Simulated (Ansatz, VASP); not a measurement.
One calculation of Ru, two programs

Contents of INCAR:

```
PREC = Accurate ; ENCUT = 520
EDIFF = 1E-6 ; ISMEAR = -1
SIGMA = 0.1 ; LREAL = F
LASPH = T ; NELM = 100
ALGO = Normal ; ISIF = 2
LWAVE = F ; LCHARG = F
GGA = RP ; NBANDS = 28
```

File KPOINTS:

```
Automatic mesh
0
Gamma
  10 10 13
```

File POSCAR:

```
Ru
1.0
    4.2321283724      0.0000000000      0.0000000000
   -2.1160641862      3.6651306826      0.0000000000
    0.0000000000      0.0000000000      2.6613087818
Ru
3
Direct
    1.0000000000      0.0000000000      0.0000000000
    0.3333333333      0.6666666667      0.5000000000
    0.6666666667      0.3333333333      0.5000000000
```

Input for Ansatz:

```yaml
crystal:
  lattice:
    - [4.2321283724, 0.0, 0.0]
    - [-2.1160641862, 3.6651306826, 0.0]
    - [0.0, 0.0, 2.6613087818]
  atoms:
    - { symbol: Ru, position: [1.0, 0.0, 0.0] }
    - { symbol: Ru, position: [0.3333333333, 0.6666666667, 0.5] }
    - { symbol: Ru, position: [0.6666666667, 0.3333333333, 0.5] }
hamiltonian:
  xc: rpbe
  pseudopotentials:
    kind: paw
    azcp:
      Ru: "pseudopotentials/Ru.paw.azcp"
basis:
  ecutwfc: 420
  fft_grid_basis: typed
kpoints:
  mp_grid: { grid: [10, 10, 13], shift: [0, 0, 0] }
magnetization:
  spin_polarized: false
scf:
  occupations: { method: fermi_dirac, width: 0.1 }
  lower_state_search: "off"
output:
  stress: true
```

Alike in both runs: task single point; functional RPBE; k mesh 10 × 10 × 13; occupations fermi-dirac, width 0.1 eV; no spin polarisation.

|  | VASP | Ansatz |
| --- | --- | --- |
| version | VASP 6.6.1 | Ansatz 0.2.0 |
| potentials or method | VASP PAW PBE potentials, release 64 (Ru_pv), cutoff 520 eV | plane waves (420 eV) with PAW, scalar-relativistic |
| valence electrons in the cell | 42 | 48 |

Ansatz gave:

* pressure (GPa): 12.4
* traceless stress, the component that is largest in VASP (GPa): -0.66

**Question.** Estimate VASP's values.

**Answer.** Pressure (GPa): 12.5; traceless stress, the component that is largest in VASP (GPa): -0.78.

VASP's potentials were made for PBE, not for RPBE. VASP's potentials hold 42 valence electrons a cell and Ansatz's 48, so a difference there can come from the potentials and not from the codes.
